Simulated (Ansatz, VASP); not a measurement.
## Two plane-wave programs on Cd

```
CELL_PARAMETERS angstrom
-1.76832 1.76832 1.76832
1.76832 -1.76832 1.76832
1.76832 1.76832 -1.76832
ATOMIC_POSITIONS crystal
Cd 0.00000 0.00000 0.00000
```

Alike in both runs: functional r2SCAN; k mesh 16 × 16 × 16; occupations gaussian, width 0.1 eV; no spin polarisation.

Ansatz relaxed the structure, and its values are those at the end. VASP's run is a single point on that final structure, the one shown.

|  | VASP | Ansatz |
| --- | --- | --- |
| version | VASP 6.6.1 | Ansatz 0.2.0 |
| potentials or method | VASP PAW PBE potentials, release 64 (Cd), cutoff 520 eV | scalar-relativistic, plane waves, PAW |
| valence electrons in the cell | 12 | 20 |

Ansatz gave:

```
gap on the k mesh at the Fermi level (eV) : none
pressure (GPa)                            : 0.0
```

Problem. Estimate VASP's values.

Solution. gap on the k mesh at the Fermi level (eV): none; pressure (GPa): 0.3.

VASP's potentials were made for PBE, not for r2SCAN. A gap of «none» marks a metal or a gap that the smearing closes. VASP's potentials hold 12 valence electrons a cell and Ansatz's 20, so a difference there can come from the potentials and not from the codes.
